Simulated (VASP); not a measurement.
# Ta4N3 (Cm) in VASP: single point with PBEsol

Aim: the single point of Ta4N3 with PBEsol.

Everything below comes from runs of VASP 6.6.1. Logs are shortened: lines on timing, memory, paths and dates and some standing lists are left out, and cuts for length are marked.

## 1. The cell of the first run

Symmetry: Cm, No. 8, monoclinic system. The conventional cell has a = 6.162 Å, b = 6.162 Å, c = 8.683 Å, α = 90.00°, β = 100.22°, γ = 90.00°. Ta (site symmetry 1) has 4 N at 2.14 to 2.18 Å within 2.8 Å. Within 2.8 Å of Ta (site symmetry 1) lie 5 N at 2.14 to 2.63 Å and 2 Ta at 2.56 to 2.71 Å. Within 2.9 Å of Ta (site symmetry m) lie 6 N at 2.18 to 2.56 Å and 2 Ta at 2.56 Å. Within 3.2 Å of Ta (site symmetry m) lie 5 N at 2.18 to 2.23 Å and 12 Ta at 2.99 to 3.12 Å. Ta (site symmetry m) has 5 N at 2.18 to 2.71 Å and 10 Ta at 2.71 to 3.09 Å within 3.1 Å. Ta (site symmetry m) has 5 N at 2.18 to 2.23 Å and 12 Ta at 2.99 to 3.12 Å within 3.2 Å. Within 2.8 Å of N (site symmetry 1) lie 6 Ta at 2.14 to 2.18 Å. Within 2.8 Å of N (site symmetry 1) lie 7 Ta at 2.14 to 2.63 Å and 1 N at 2.63 Å.

## 2. Single point, PBEsol (the part above a cut slid along it)

The input, INCAR:

```
SYSTEM = Ta4N3
ALGO     = Fast           ! electronic algorithm
EDIFF    = 1E-7           ! SCF threshold, eV
ENCUT    = 520            ! plane-wave cutoff, eV
GGA      = PS             ! functional
ISIF     = 2              ! what is computed and relaxed
ISMEAR   = 0              ! smearing method
LASPH    = .True.         ! aspherical terms in the spheres
LCHARG   = .False.        ! write CHGCAR
LREAL    = .False.        ! projectors in reciprocal space
LWAVE    = .False.        ! write WAVECAR
NBANDS   = 72             ! bands
NELM     = 60             ! most SCF steps
PREC     = Accurate       ! precision mode
SIGMA    = 0.15           ! smearing width, eV
```

The input, KPOINTS:

```
k-points
0
Gamma
  9 9 5
  0 0 0
```

The input, POSCAR:

```
Ta4N3
1.0
   -4.3571443853      0.0000000000      0.0000000000
    0.0000000000     -4.3571443853      0.0000000000
   -1.0892860963      1.0892860963      8.5453519637
Ta N
8 6
Direct
    0.3451000000      0.1549000000      0.6196000000
   -0.0299000000      0.5299000000      0.1196000000
   -0.2200884361      0.2200884361      0.8803537444
    0.4049115639      0.5950884361      0.3803537444
    0.4701000000      0.0299000000      0.1196000000
   -0.1549000000      0.6549000000      0.6196000000
    0.2852884361      0.7147115639      0.8588462556
    0.9102884361      1.0897115639      0.3588462556
    0.4076000000      1.0924000000      0.3696000000
   -0.2174000000      0.7174000000      0.8696000000
   -0.1549000000      0.1549000000      0.6196000000
    0.4701000000      0.5299000000      0.1196000000
    0.9076000000      0.5924000000      0.3696000000
    0.2826000000      0.2174000000      0.8696000000
```

Potentials or basis: VASP PAW PBE potentials, release 64 (Ta_pv, N).

Command:

```console
$ cat potpaw_PBE.64/Ta_pv/POTCAR potpaw_PBE.64/N/POTCAR > POTCAR
$ mpirun -np 1 vasp_std > vasp.out
```

OUTCAR:

```text
SYSTEM = Ta4N3
   EDIFF = 1E-7
   ENCUT = 520
   GGA = PS
   ISIF = 2
   ISMEAR = 0
   LASPH = .True.
   LREAL = .False.
   NELM = 60
   PREC = Accurate

 ion  position               nearest neighbor table
   1  0.345  0.155  0.620-   9 2.14  14 2.14  11 2.18  11 2.18   7 2.99   4 2.99   4 2.99   7 2.99
                             6 3.08   6 3.08   6 3.08   6 3.08   3 3.12   8 3.12   8 3.12   3 3.12
   2  0.970  0.530  0.120-  13 2.14  12 2.18  12 2.18   3 2.56  10 2.63  14 2.63   7 2.71   8 2.99
                             8 2.99   5 3.08   5 3.08   5 3.08   5 3.08   4 3.12   4 3.12
   3  0.780  0.220  0.880-  10 2.18  14 2.18  14 2.18  10 2.18  11 2.23   2 2.56   5 2.56  12 2.56
                             7 3.09   7 3.09   7 3.09   7 3.09   6 3.12   1 3.12   1 3.12   6 3.12
   4  0.405  0.595  0.380-   9 2.18  13 2.18  13 2.18   9 2.18  12 2.23   1 2.99   6 2.99   1 2.99
                             6 2.99   8 3.09   8 3.09   8 3.09   8 3.09   2 3.12   5 3.12   5 3.12
   5  0.470  0.030  0.120-   9 2.14  12 2.18  12 2.18   3 2.56  14 2.63  10 2.63   7 2.71   8 2.99
                             8 2.99   2 3.08   2 3.08   2 3.08   2 3.08   4 3.12   4 3.12
   6  0.845  0.655  0.620-  10 2.14  13 2.14  11 2.18  11 2.18   7 2.99   4 2.99   4 2.99   7 2.99
                             1 3.08   1 3.08   1 3.08   1 3.08   3 3.12   8 3.12   3 3.12   8 3.12
   7  0.285  0.715  0.859-  10 2.18  14 2.18  14 2.18  10 2.18   5 2.71   2 2.71   6 2.99   1 2.99
                             1 2.99   6 2.99   3 3.09   3 3.09   3 3.09   3 3.09
   8  0.910  0.090  0.359-  13 2.18   9 2.18   9 2.18  13 2.18  11 2.23   5 2.99   2 2.99   2 2.99
                             5 2.99   4 3.09   4 3.09   4 3.09   4 3.09   6 3.12   1 3.12   1 3.12
   9  0.408  0.092  0.370-   1 2.14   5 2.14   4 2.18   8 2.18   8 2.18   4 2.18
  10  0.783  0.717  0.870-   6 2.14   3 2.18   7 2.18   7 2.18   3 2.18   2 2.63   5 2.63
  11  0.845  0.155  0.620-   1 2.18   6 2.18   6 2.18   1 2.18   3 2.23   8 2.23
  12  0.470  0.530  0.120-   2 2.18   5 2.18   5 2.18   2 2.18   4 2.23   3 2.56
  13  0.908  0.592  0.370-   2 2.14   6 2.14   4 2.18   8 2.18   8 2.18   4 2.18
  14  0.283  0.217  0.870-   1 2.14   3 2.18   7 2.18   7 2.18   3 2.18   5 2.63   2 2.63

  LATTYP: Found a base centered monoclinic cell.
 ALAT       =     6.1619326829
 B/A-ratio  =     1.0000000000
 C/A-ratio  =     1.4091511316
 COS(beta)  =    -0.1774117725

  Lattice vectors:

 A1 = (   0.0000000000,  -4.3571443853,   0.0000000000)
 A2 = (   4.3571443853,   0.0000000000,   0.0000000000)
 A3 = (  -1.0892860963,   1.0892860963,   8.5453519637)

Analysis of symmetry for initial positions (statically):
=====================================================================
 Subroutine PRICEL returns:
 Original cell was already a primitive cell.

 Routine SETGRP: Setting up the symmetry group for a
 base centered monoclinic supercell.

 Subroutine GETGRP returns: Found  2 space group operations
 (whereof  2 operations were pure point group operations)
 out of a pool of  4 trial point group operations.

The static configuration has the point symmetry C_1h.

Analysis of symmetry for dynamics (positions and initial velocities):
=====================================================================
 Subroutine PRICEL returns:
 Original cell was already a primitive cell.

 Routine SETGRP: Setting up the symmetry group for a
 base centered monoclinic supercell.

 Subroutine GETGRP returns: Found  2 space group operations
 (whereof  2 operations were pure point group operations)
 out of a pool of  4 trial point group operations.

The dynamic configuration has the point symmetry C_1h.

 Subroutine INISYM returns: Found  2 space group operations
 (whereof  2 operations are pure point group operations),
 and found     1 'primitive' translations

----------------------------------------------------------------------------------------

                                     Primitive cell

  volume of cell :     162.2310

  direct lattice vectors                    reciprocal lattice vectors
    -4.357144385  0.000000000  0.000000000    -0.229508116  0.000000000 -0.029255670
     0.000000000 -4.357144385  0.000000000     0.000000000 -0.229508116  0.029255670
    -1.089286096  1.089286096  8.545351964     0.000000000  0.000000000  0.117022681

  length of vectors
     4.357144385  4.357144385  8.683094413     0.231365230  0.231365230  0.117022681

  position of ions in fractional coordinates (direct lattice)
     0.345100000  0.154900000  0.619600000
     0.970100000  0.529900000  0.119600000
[... 51 lines left out ...]
 Subroutine IBZKPT returns following result:
 ===========================================

 Found    115 irreducible k-points:

 Following reciprocal coordinates:
            Coordinates               Weight
  0.000000  0.000000  0.000000      1.000000
  0.111111  0.000000  0.000000      4.000000
  0.222222  0.000000  0.000000      4.000000
  0.333333  0.000000 -0.000000      4.000000
  0.444444  0.000000  0.000000      4.000000
  0.111111  0.111111  0.000000      2.000000
[... 16 lines left out ...]
 -0.333333  0.333333  0.000000      2.000000
  0.444444  0.444444  0.000000      2.000000
 [... further k-points ...]
   k-points           NKPTS =    115   k-points in BZ     NKDIM =    115   number of bands    NBANDS=     72
   number of dos      NEDOS =    301   number of ions     NIONS =     14
   total plane-waves  NPLWV =  71680
   dimension x,y,z NGX =    32 NGY =   32 NGZ =   70
   dimension x,y,z NGXF=    64 NGYF=   64 NGZF=  140
   ions per type =               8   6
   NGX,Y,Z   is equivalent  to a cutoff of  12.21, 12.21, 13.40 a.u.
   NGXF,Y,Z  is equivalent  to a cutoff of  24.42, 24.42, 26.80 a.u.
 SYSTEM =  Ta4N3
   PREC   = accura    normal or accurate (medium, high low for compatibility)
   ISTART =      0    job   : 0-new  1-cont  2-samecut
   ICHARG =      2    charge: 1-file 2-atom 10-const
   ISPIN  =      1    spin polarized calculation?
   LNONCOLLINEAR =      F non collinear calculations
   LSORBIT =      F    spin-orbit coupling
   LASPH  =      T    aspherical Exc in radial PAW
   ENCUT  =  520.0 eV  38.22 Ry    6.18 a.u.   8.10  8.10 16.14*2*pi/ulx,y,z
   NELM   =     60;   NELMIN=  2; NELMDL= -5     # of ELM steps
   EDIFF  = 0.1E-06   stopping-criterion for ELM
   LREAL  =      F    real-space projection
   EDIFFG = 0.1E-05   stopping-criterion for IOM
   NSW    =      0    number of steps for IOM
   IBRION =     -1    ionic relax: 0-MD 1-quasi-New 2-CG
   NFREE  =      0    steps in history (QN), initial steepest desc. (CG)
   ISIF   =      2    stress and relaxation
   ISYM   =      2    0-nonsym 1-usesym 2-fastsym
   POTIM  = 0.5000    time-step for ionic-motion
   TEBEG  =    0.0;   TEEND  =   0.0 temperature during run
   PSTRESS=    0.0 pullay stress
   NELECT =     118.0000    total number of electrons
   NUPDOWN=      -1.0000    fix difference up-down
   EMIN   =  10.00;   EMAX   =-10.00  energy-range for DOS
   EFERMI =   0.00;   METHOD = LEGACY
   ISMEAR =     0;   SIGMA  =   0.15  broadening in eV -4-tet -1-fermi 0-gaus
   EFERMI_NEDOS =   21; number of points for ismear=-14 and -15
   IALGO  =     68    algorithm
   IMIX   =      4    mixing-type and parameters
     AMIX     =   0.40;   BMIX     =  1.00
     AMIX_MAG =   1.60;   BMIX_MAG =  1.00
  volume/ion in A,a.u.               =      11.59        78.20
  Fermi-wavevector in a.u.,A,eV,Ry     =   1.472282  2.782209 29.492166  2.167613
  Thomas-Fermi vector in A             =   2.587315
   LORBIT       =      0    0 simple, 1 ext, 2 COOP (PROOUT), +10 PAW based schemes
   GGA     = PS    functional components
   LHFCALC =     F    Hartree Fock is set to
   AEXX    =    0.0000 exact exchange contribution
   IVDW    =     0    specifies the selected vdW correction
   LEPSILON=     F    determine dielectric tensor
   LRPA    =     F    only Hartree local field effects (RPA)
 non-spin polarized calculation
 RMM-DIIS sequential band-by-band and
 Gauss-broadening in eV      SIGMA  =   0.15
  energy-cutoff  :      520.00
  volume of cell :      162.23
 maximum number of plane-waves:      4406
   NGX = 17   NGY = 17   NGZ = 33

 number of electron     118.0000009 magnetization

 Free energy of the ion-electron system (eV)
  ---------------------------------------------------
  ext. energy  EPLUGINS =         0.00000000
  ---------------------------------------------------
  free energy    TOTEN  =      -162.71843886 eV

  energy without entropy =     -162.65073169  energy(sigma->0) =     -162.68458527

 E-fermi :   8.0699     XC(G=0): -13.4267

 val. band max:        8.0681520873   @ k =  -0.3333   0.3333   0.2000
 cond. band min:       8.0702106861   @ k =   0.4444   0.3333   0.2000
 fundamental gap:      0.0020585988
 Fermi energy:         8.0698721639

 k-point     1 :       0.0000    0.0000    0.0000
  band No.  band energies     occupation
      1     -27.6639      2.00000
      2     -27.6588      2.00000
      3     -27.5608      2.00000
      4     -27.5140      2.00000
      5     -27.3156      2.00000
      6     -27.2511      2.00000
[... 1765 lines left out ...]
     70      10.7889      0.00000
     71      10.8722      0.00000

 [... further k-points ...]

 [bands above 71 left out]

------------------------ aborting loop because EDIFF is reached ----------------------------------------

  FORCE on cell =-STRESS in cart. coord.  units (eV):
  Direction    XX          YY          ZZ          XY          YZ          ZX
  --------------------------------------------------------------------------------------
  -------------------------------------------------------------------------------------
  Total        1.4860043      1.4860043     16.7939514      5.1316856      0.8737054     -0.8737053
  in kB       14.6756309     14.6756309    165.8554004     50.6800184      8.6286280     -8.6286269
  external PRESSURE =      65.0688874 kB  Pullay stress =       0.0000000 kB

 VOLUME and BASIS-vectors are now :
 -----------------------------------------------------------------------------
  energy-cutoff  :      520.00
  volume of cell :      162.23
      direct lattice vectors                 reciprocal lattice vectors
    -4.357144385  0.000000000  0.000000000    -0.229508116  0.000000000 -0.029255670
     0.000000000 -4.357144385  0.000000000     0.000000000 -0.229508116  0.029255670
    -1.089286096  1.089286096  8.545351964     0.000000000  0.000000000  0.117022681

 POSITION                                       TOTAL-FORCE (eV/Angst)
 -----------------------------------------------------------------------------------
     -2.17857     -0.00000      5.29470         0.114126     -0.139030     -0.081439
     -4.35714     -2.17857      1.02202        -0.679484     -0.647294      2.756653
     -4.35714     -0.00000      7.52293         0.160402     -0.160402     -4.117891
     -2.17857     -2.17857      3.25026        -0.168634      0.168634     -0.776137
     -2.17857     -0.00000      1.02202         0.647294      0.679484      2.756653
     -4.35714     -2.17857      5.29470         0.139030     -0.114126     -0.081439
     -2.17857     -2.17857      7.33914         0.051676     -0.051676     -2.789700
     -4.35714     -0.00000      3.06647        -0.028342      0.028342      0.026625
     -2.17857     -0.00000      3.15836        -0.023675     -0.030812     -0.052747
     -4.35714     -2.17857      7.43104        -0.173597     -0.239448      0.937445
     -4.35714     -0.00000      5.29470        -0.052773      0.052773     -0.676555
     -2.17857     -2.17857      1.02202        -0.256285      0.256285      1.213836
     -4.35714     -2.17857      3.15836         0.030812      0.023675     -0.052747
     -2.17857     -0.00000      7.43104         0.239448      0.173597      0.937445
 -----------------------------------------------------------------------------------
    total drift:                                0.000289     -0.000289     -0.000248

  FREE ENERGIE OF THE ION-ELECTRON SYSTEM (eV)
  ---------------------------------------------------
  free  energy   TOTEN  =      -162.7184388564 eV

  energy  without entropy=     -162.6507316908  energy(sigma->0) =     -162.68458527
```

Wall time 50 min (1 thread of Oxide Virtual Turin-like, shared host); peak memory 0.88 GiB.

What came out:

```yaml
Free_energy: -162.7184 eV
Pressure: 6.5 GPa
Largest_force: 4.124 eV/Å
Band_gap_on_the_k_mesh: zero (bands 59 and 60 overlap by 2.20 eV)
```

Forces in eV/Å, atoms in the order of the input:
```
Ta   0.114 -0.139 -0.081
Ta  -0.679 -0.647  2.757
Ta   0.160 -0.160 -4.118
Ta  -0.169  0.169 -0.776
Ta   0.647  0.679  2.757
Ta   0.139 -0.114 -0.081
Ta   0.052 -0.052 -2.790
Ta  -0.028  0.028  0.027
N   -0.024 -0.031 -0.053
N   -0.174 -0.239  0.937
N   -0.053  0.053 -0.677
N   -0.256  0.256  1.214
N    0.031  0.024 -0.053
N    0.239  0.174  0.937
```

Caveat: the cell differs from its parent crystal (the part above a cut slid along it); the stress differs along the axes, from 1 to 17 GPa; the PAW data sets were made with another functional, which shifts forces and pressure a little; spin-orbit coupling is left out, which moves the levels of the heavy elements.
